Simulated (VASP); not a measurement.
A run of VASP 6.6.1 is set up as follows.

The input INCAR:

```
SYSTEM = Hg2OF2
PREC     = Accurate       ! precision mode
ENCUT    = 520            ! plane-wave cutoff, eV
EDIFF    = 1E-6           ! SCF threshold, eV
ISMEAR   = 0              ! smearing method
SIGMA    = 0.01           ! smearing width, eV
LREAL    = .FALSE.        ! projectors in reciprocal space
LASPH    = .TRUE.         ! aspherical terms in the spheres
NELM     = 150            ! most SCF steps
ALGO     = Normal         ! electronic algorithm
ISIF     = 2              ! what is computed and relaxed
LWAVE    = .FALSE.        ! write WAVECAR
LCHARG   = .FALSE.        ! write CHGCAR
MAGMOM   = 0 0 0 0 0 0 0 0 0 0 0 0 0 0 0 ! initial moments
LORBIT   = 11             ! projections on sites
LSORBIT  = .TRUE.         ! spin-orbit coupling
GGA_COMPAT= .FALSE.      
LORBMOM  = .TRUE.       
GGA      = PE             ! functional
NBANDS   = 59             ! bands
```

KPOINTS

```
Automatic mesh
0
G
  1 1 1
  0 0 0
```

The input POSCAR:

```
Hg2OF2
1.0
   10.2900000000      0.0000000000      0.0000000000
    0.0000000000     10.4800000000      0.0000000000
    0.0000000000      0.0000000000     15.8100000000
Hg O F
2 1 2
Direct
    0.5041438300      0.5044675600      0.6067179000
    0.5041438300      0.5044675600      0.3935496500
    0.4373177800      0.4293893100      0.5001340900
    0.5628707500      0.5704465600      0.7156375700
    0.5628707500      0.5704465600      0.2846299800
```

Potentials or basis: VASP PAW PBE potentials, release 64 (Hg, O, F).

Command:

```sh
$ cat potpaw_PBE.64/Hg/POTCAR potpaw_PBE.64/O/POTCAR potpaw_PBE.64/F/POTCAR > POTCAR
$ mpirun -np 1 vasp_ncl > vasp.out
```

**Question.** Predict the largest force.

**Answer.** 0.361 eV/Å.

**Question.** Estimate the net moment.

**Answer.** 0.00 μB per cell.

Forces in eV/Å, atoms in the order of the input:
```
Hg  -0.056 -0.064 -0.326
Hg  -0.056 -0.064  0.326
O   -0.105 -0.120  0.000
F    0.108  0.124  0.321
F    0.108  0.124 -0.321
```
